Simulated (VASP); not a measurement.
# Ga (Cmce) in VASP: single point with r2SCAN

Aim: the single point of Ga with r2SCAN.

Program: VASP 6.6.1. These are calculated values, not measurements. Logs are shortened: lines on timing, memory, paths and dates and some standing lists are left out, and cuts for length are marked.

### Step 1. The cell of the first run

It takes space group Cmce (No. 64, orthorhombic). The conventional cell has a = 4.494 Å, b = 7.585 Å, c = 4.516 Å, α = 90.00°, β = 90.00°, γ = 90.00°. Ga (site symmetry m) has 7 Ga at 2.49 to 2.77 Å within 3.3 Å.

### Step 2. Single point, r2SCAN

Input file POSCAR:

```
Ga
1.0
    2.2469671926     -3.7927378380      0.0000000000
    2.2469671926      3.7927378380      0.0000000000
    0.0000000000      0.0000000000      4.5160865329
Ga
4
Direct
    0.6561214837      0.3438785163      0.4144898588
    0.8438785163      0.1561214837      0.9144898588
    0.3438785163      0.6561214837      0.5855101412
    0.1561214837      0.8438785163      0.0855101412
```

Input file INCAR.step1:

```
SYSTEM = Ga
ALGO     = Normal         ! electronic algorithm
EDIFF    = 1E-4           ! SCF threshold, eV
ENCUT    = 520            ! plane-wave cutoff, eV
GGA      = PE             ! functional
ISMEAR   = -1             ! smearing method
LASPH    = .True.         ! aspherical terms in the spheres
LCHARG   = .False.        ! write CHGCAR
LREAL    = .False.        ! projectors in reciprocal space
LWAVE    = .True.         ! write WAVECAR
NBANDS   = 34             ! bands
NELM     = 60             ! most SCF steps
PREC     = Accurate       ! precision mode
SIGMA    = 0.15           ! smearing width, eV
```

Input file INCAR.step2:

```
SYSTEM = Ga
ALGO     = Normal         ! electronic algorithm
EDIFF    = 1E-6           ! SCF threshold, eV
ENCUT    = 520            ! plane-wave cutoff, eV
ISIF     = 2              ! what is computed and relaxed
ISMEAR   = -1             ! smearing method
ISTART   = 1            
LASPH    = .True.         ! aspherical terms in the spheres
LCHARG   = .False.        ! write CHGCAR
LMIXTAU  = .True.       
LREAL    = .False.        ! projectors in reciprocal space
LWAVE    = .False.        ! write WAVECAR
METAGGA  = R2SCAN         ! meta-GGA
NBANDS   = 34             ! bands
NELM     = 60             ! most SCF steps
PREC     = Accurate       ! precision mode
SIGMA    = 0.15           ! smearing width, eV
```

Input file KPOINTS:

```
k-points
0
Gamma
  12 12 10
  0 0 0
```

Potentials or basis: VASP PAW PBE potentials, release 64 (Ga_d).

Command:

```bash
> cat potpaw_PBE.64/Ga_d/POTCAR > POTCAR
> cp INCAR.step1 INCAR
> mpirun -np 1 vasp_std > vasp.out
> cp INCAR.step2 INCAR
> mpirun -np 1 vasp_std > vasp.out
```

OUTCAR:

```text
SYSTEM = Ga
   EDIFF = 1E-6
   ENCUT = 520
   ISIF = 2
   ISMEAR = -1
   ISTART = 1
   LASPH = .True.
   LREAL = .False.
   METAGGA = R2SCAN
   NELM = 60
   PREC = Accurate

 ion  position               nearest neighbor table
   1  0.656  0.344  0.414-   3 2.49   2 2.67   2 2.67   4 2.69   4 2.69   3 2.77   3 2.77
   2  0.844  0.156  0.914-   4 2.49   1 2.67   1 2.67   3 2.69   3 2.69   4 2.77   4 2.77
   3  0.344  0.656  0.586-   1 2.49   4 2.67   4 2.67   2 2.69   2 2.69   1 2.77   1 2.77
   4  0.156  0.844  0.086-   2 2.49   3 2.67   3 2.67   1 2.69   1 2.69   2 2.77   2 2.77

  LATTYP: Found a base centered orthorhombic cell.
 ALAT       =     4.4939343852
 B/A-ratio  =     1.6879364552
 C/A-ratio  =     1.0049293438

  Lattice vectors:

 A1 = (   2.2469671926,  -3.7927378380,   0.0000000000)
 A2 = (   2.2469671926,   3.7927378380,   0.0000000000)
 A3 = (   0.0000000000,   0.0000000000,   4.5160865329)

Analysis of symmetry for initial positions (statically):
=====================================================================
 Subroutine PRICEL returns:
 Original cell was already a primitive cell.

 Routine SETGRP: Setting up the symmetry group for a
 base centered orthorhombic supercell.

 Subroutine GETGRP returns: Found  8 space group operations
 (whereof  4 operations were pure point group operations)
 out of a pool of  8 trial point group operations.

The static configuration has the point symmetry C_2h.
 The point group associated with its full space group is D_2h.

Analysis of symmetry for dynamics (positions and initial velocities):
=====================================================================
 Subroutine PRICEL returns:
 Original cell was already a primitive cell.

 Routine SETGRP: Setting up the symmetry group for a
 base centered orthorhombic supercell.

 Subroutine GETGRP returns: Found  8 space group operations
 (whereof  4 operations were pure point group operations)
 out of a pool of  8 trial point group operations.

The dynamic configuration has the point symmetry C_2h.
 The point group associated with its full space group is D_2h.

 Subroutine INISYM returns: Found  8 space group operations
 (whereof  4 operations are pure point group operations),
 and found     1 'primitive' translations

----------------------------------------------------------------------------------------

                                     Primitive cell

  volume of cell :      76.9736

  direct lattice vectors                    reciprocal lattice vectors
     2.246967193 -3.792737838  0.000000000     0.222522163 -0.131830889  0.000000000
     2.246967193  3.792737838  0.000000000     0.222522163  0.131830889  0.000000000
     0.000000000  0.000000000  4.516086533     0.000000000  0.000000000  0.221430655

  length of vectors
     4.408369525  4.408369525  4.516086533     0.258641637  0.258641637  0.221430655

  position of ions in fractional coordinates (direct lattice)
     0.656121484  0.343878516  0.414489859
     0.843878516  0.156121484  0.914489859
     0.343878516  0.656121484  0.585510141
     0.156121484  0.843878516  0.085510141

  ion indices of the primitive-cell ions
   primitive index   ion index
                 1           1
                 2           2
                 3           3
                 4           4

----------------------------------------------------------------------------------------

 KPOINTS: k-points

Automatic generation of k-mesh.
 Grid dimensions read from file:
 generate k-points for:   12   12   10

 Generating k-lattice:

  Cartesian coordinates                     Fractional coordinates (reciprocal lattice)
     0.018543514 -0.010985907  0.000000000     0.083333333  0.000000000  0.000000000
     0.018543514  0.010985907  0.000000000     0.000000000  0.083333333  0.000000000
     0.000000000  0.000000000  0.022143066     0.000000000  0.000000000  0.100000000

  Length of vectors
     0.021553470  0.021553470  0.022143066

  Shift w.r.t. Gamma in fractional coordinates (k-lattice)
     0.000000000  0.000000000  0.000000000

 Subroutine IBZKPT returns following result:
 ===========================================

 Found    258 irreducible k-points:

 Following reciprocal coordinates:
            Coordinates               Weight
  0.000000  0.000000  0.000000      1.000000
  0.083333  0.000000  0.000000      4.000000
  0.166667  0.000000  0.000000      4.000000
  0.250000  0.000000  0.000000      4.000000
  0.333333  0.000000  0.000000      4.000000
  0.416667 -0.000000  0.000000      4.000000
[... 16 lines left out ...]
  0.500000  0.166667  0.000000      4.000000
 -0.416667  0.166667  0.000000      4.000000
 [... further k-points ...]
   k-points           NKPTS =    258   k-points in BZ     NKDIM =    258   number of bands    NBANDS=     34
   number of dos      NEDOS =    301   number of ions     NIONS =      4
   total plane-waves  NPLWV =  46656
   dimension x,y,z NGX =    36 NGY =   36 NGZ =   36
   dimension x,y,z NGXF=    72 NGYF=   72 NGZF=   72
   ions per type =               4
   NGX,Y,Z   is equivalent  to a cutoff of  13.58, 13.58, 13.25 a.u.
   NGXF,Y,Z  is equivalent  to a cutoff of  27.15, 27.15, 26.50 a.u.
 SYSTEM =  Ga
   PREC   = accura    normal or accurate (medium, high low for compatibility)
   ISTART =      1    job   : 0-new  1-cont  2-samecut
   ICHARG =      0    charge: 1-file 2-atom 10-const
   ISPIN  =      1    spin polarized calculation?
   LNONCOLLINEAR =      F non collinear calculations
   LSORBIT =      F    spin-orbit coupling
   LASPH  =      T    aspherical Exc in radial PAW
   ENCUT  =  520.0 eV  38.22 Ry    6.18 a.u.   8.20  8.20  8.40*2*pi/ulx,y,z
   NELM   =     60;   NELMIN=  2; NELMDL=  0     # of ELM steps
   EDIFF  = 0.1E-05   stopping-criterion for ELM
   LREAL  =      F    real-space projection
   EDIFFG = 0.1E-04   stopping-criterion for IOM
   NSW    =      0    number of steps for IOM
   IBRION =     -1    ionic relax: 0-MD 1-quasi-New 2-CG
   NFREE  =      0    steps in history (QN), initial steepest desc. (CG)
   ISIF   =      2    stress and relaxation
   ISYM   =      2    0-nonsym 1-usesym 2-fastsym
   POTIM  = 0.5000    time-step for ionic-motion
   TEBEG  =    0.0;   TEEND  =   0.0 temperature during run
   PSTRESS=    0.0 pullay stress
   NELECT =      52.0000    total number of electrons
   NUPDOWN=      -1.0000    fix difference up-down
   EMIN   =  10.00;   EMAX   =-10.00  energy-range for DOS
   EFERMI =   0.00;   METHOD = LEGACY
   ISMEAR =    -1;   SIGMA  =   0.15  broadening in eV -4-tet -1-fermi 0-gaus
   EFERMI_NEDOS =   21; number of points for ismear=-14 and -15
   IALGO  =     38    algorithm
   IMIX   =      4    mixing-type and parameters
     AMIX     =   0.40;   BMIX     =  1.00
     AMIX_MAG =   1.60;   BMIX_MAG =  1.00
  volume/ion in A,a.u.               =      19.24       129.86
  Fermi-wavevector in a.u.,A,eV,Ry     =   1.436466  2.714527 28.074731  2.063434
  Thomas-Fermi vector in A             =   2.555651
   LORBIT       =      0    0 simple, 1 ext, 2 COOP (PROOUT), +10 PAW based schemes
   METAGGA = R2SCAN    functional components
   LHFCALC =     F    Hartree Fock is set to
   AEXX    =    0.0000 exact exchange contribution
   IVDW    =     0    specifies the selected vdW correction
   LEPSILON=     F    determine dielectric tensor
   LRPA    =     F    only Hartree local field effects (RPA)
 non-spin polarized calculation
  energy-cutoff  :      520.00
  volume of cell :       76.97
 maximum number of plane-waves:      2091
 NGX is ok and might be reduce to    36
   NGX = 17   NGY = 17   NGZ = 17

 number of electron      52.0000014 magnetization

 Free energy of the ion-electron system (eV)
  ---------------------------------------------------
  ext. energy  EPLUGINS =         0.00000000
  ---------------------------------------------------
  free energy    TOTEN  =       -45.80016847 eV

  energy without entropy =      -45.74237263  energy(sigma->0) =      -45.77127055

 E-fermi :   5.0495     XC(G=0): -11.7520

 val. band max:        5.0385097751   @ k =  -0.3333   0.2500   0.3000
 cond. band min:       5.0589357712   @ k =   0.0000   0.0000   0.5000
 fundamental gap:      0.0204259961
 Fermi energy:         5.0495222225

 k-point     1 :       0.0000    0.0000    0.0000
  band No.  band energies     occupation
      1     -10.6304      2.00000
      2     -10.6211      2.00000
      3     -10.5851      2.00000
      4     -10.5711      2.00000
      5     -10.5488      2.00000
      6     -10.5278      2.00000
[... 26 lines left out ...]
     33      12.3304      0.00000
     34      12.8899      0.00000

 k-point     2 :       0.0833    0.0000    0.0000
  band No.  band energies     occupation
      1     -10.6323      2.00000
      2     -10.6179      2.00000
      3     -10.5875      2.00000
      4     -10.5739      2.00000
      5     -10.5427      2.00000
      6     -10.5260      2.00000
[... 26 lines left out ...]
     33      12.5247      0.00000
     34      12.8234      0.00000

 k-point     3 :       0.1667    0.0000    0.0000
  band No.  band energies     occupation
      1     -10.6353      2.00000
      2     -10.6088      2.00000
      3     -10.5947      2.00000
      4     -10.5803      2.00000
      5     -10.5323      2.00000
      6     -10.5157      2.00000
[... 26 lines left out ...]
     33      11.9669      0.00000
     34      12.9376      0.00000

 k-point     4 :       0.2500    0.0000    0.0000
  band No.  band energies     occupation
      1     -10.6362      2.00000
      2     -10.6027      2.00000
      3     -10.5988      2.00000
      4     -10.5843      2.00000
      5     -10.5304      2.00000
      6     -10.5012      2.00000
[... 26 lines left out ...]
     33      11.5734      0.00000
     34      12.7704      0.00000

 k-point     5 :       0.3333    0.0000    0.0000
  band No.  band energies     occupation
      1     -10.6352      2.00000
      2     -10.6036      2.00000
      3     -10.6030      2.00000
      4     -10.5733      2.00000
      5     -10.5336      2.00000
      6     -10.5327      2.00000
[... 621 lines left out ...]
 k-point    22 :       0.4167    0.1667    0.0000
  band No.  band energies     occupation
      1     -10.6555      2.00000
      2     -10.6313      2.00000
      3     -10.5889      2.00000
      4     -10.5695      2.00000
      5     -10.5523      2.00000
      6     -10.4935      2.00000
[... 26 lines left out ...]
     33      12.6085      0.00000
     34      14.3291      0.00000

 k-point    23 :       0.5000    0.1667    0.0000
  band No.  band energies     occupation
      1     -10.6505      2.00000
      2     -10.6419      2.00000
      3     -10.5829      2.00000
      4     -10.5565      2.00000
      5     -10.5526      2.00000
      6     -10.4977      2.00000
[... 26 lines left out ...]
     33      12.7727      0.00000
     34      14.5035      0.00000

 k-point    24 :      -0.4167    0.1667    0.0000
  band No.  band energies     occupation
      1     -10.6456      2.00000
      2     -10.6419      2.00000
      3     -10.5737      2.00000
      4     -10.5660      2.00000
      5     -10.5554      2.00000
      6     -10.5038      2.00000
[... 26 lines left out ...]
     33      12.8636      0.00000
     34      13.8082      0.00000

 [... further k-points ...]

------------------------ aborting loop because EDIFF is reached ----------------------------------------

  FORCE on cell =-STRESS in cart. coord.  units (eV):
  Direction    XX          YY          ZZ          XY          YZ          ZX
  --------------------------------------------------------------------------------------
  -------------------------------------------------------------------------------------
  Total        0.0543487      0.0604051      0.0116289      0.0000000     -0.0000000      0.0000000
  in kB        1.1312489      1.2573092      0.2420521      0.0000000     -0.0000000      0.0000000
  external PRESSURE =       0.8768701 kB  Pullay stress =       0.0000000 kB

 VOLUME and BASIS-vectors are now :
 -----------------------------------------------------------------------------
  energy-cutoff  :      520.00
  volume of cell :       76.97
      direct lattice vectors                 reciprocal lattice vectors
     2.246967193 -3.792737838  0.000000000     0.222522163 -0.131830889  0.000000000
     2.246967193  3.792737838  0.000000000     0.222522163  0.131830889  0.000000000
     0.000000000  0.000000000  4.516086533     0.000000000  0.000000000  0.221430655

 POSITION                                       TOTAL-FORCE (eV/Angst)
 -----------------------------------------------------------------------------------
      2.24697     -1.18426      1.87187         0.000000      0.007662     -0.006715
      2.24697     -2.60848      4.12992         0.000000     -0.007662     -0.006715
      2.24697      1.18426      2.64421         0.000000     -0.007662      0.006715
      2.24697      2.60848      0.38617         0.000000      0.007662      0.006715
 -----------------------------------------------------------------------------------
    total drift:                               -0.000000     -0.000000     -0.000000

  FREE ENERGIE OF THE ION-ELECTRON SYSTEM (eV)
  ---------------------------------------------------
  free  energy   TOTEN  =       -45.8001684730 eV

  energy  without entropy=      -45.7423726331  energy(sigma->0) =      -45.77127055
```

Wall time 73 min (1 thread of Oxide Virtual Turin-like, shared host); peak memory 0.53 GiB.

What came out:

```
Free energy            : -45.8002 eV
Pressure               : 0.1 GPa
Largest force          : 0.010 eV/Å
Band gap on the k mesh : zero (bands 26 and 27 overlap by 1.37 eV)
```

Forces on the atoms (eV/Å):
```
Ga   0.000  0.008 -0.007
Ga   0.000 -0.008 -0.007
Ga   0.000 -0.008  0.007
Ga   0.000  0.008  0.007
```

Stress tensor (GPa, compression positive):
```
0.11 0.00 0.00
0.00 0.13 0.00
0.00 0.00 0.02
```

Caveat: the PAW data sets were made with another functional, which shifts forces and pressure a little.

The gap in the log of VASP goes by the Fermi energy; the results here count the filled bands.